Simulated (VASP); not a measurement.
Crystal: Ge.

```
Ge
1.0
     0.00000    2.79068    2.79068
     2.79068    0.00000    2.79068
     2.79068    2.79068    0.00000
Ge
2
Direct
  0.75000 0.75000 0.75000
  0.50000 0.50000 0.50000
```

Base run:

| Property | Result |
| --- | --- |
| Program | VASP 6.6.1 |
| Functional | revPBE |
| Dispersion | D3(BJ) |
| Potentials or basis | VASP PAW PBE potentials, release 64 (Ge_d) |
| Cutoff | 520 eV |
| k mesh | 8 × 8 × 8 |
| Occupations | fermi-dirac, width 0.05 eV |
| Spin | no spin polarisation |

Its results: band gap on the k mesh 0.37 eV (least direct gap 0.50 eV); pressure 3.7 GPa.

Task: The run is repeated on the same cell with these changes: functional from revPBE to BLYP; dispersion from D3(BJ) to D4. What comes out?

Result: Band gap on the k mesh 0.20 eV; pressure 6.2 GPa.

Several settings changed at once.

Caveats: the cell stands under pressure; the PAW data sets were made with another functional, which shifts forces and pressure a little.

A k mesh can miss the band edges.
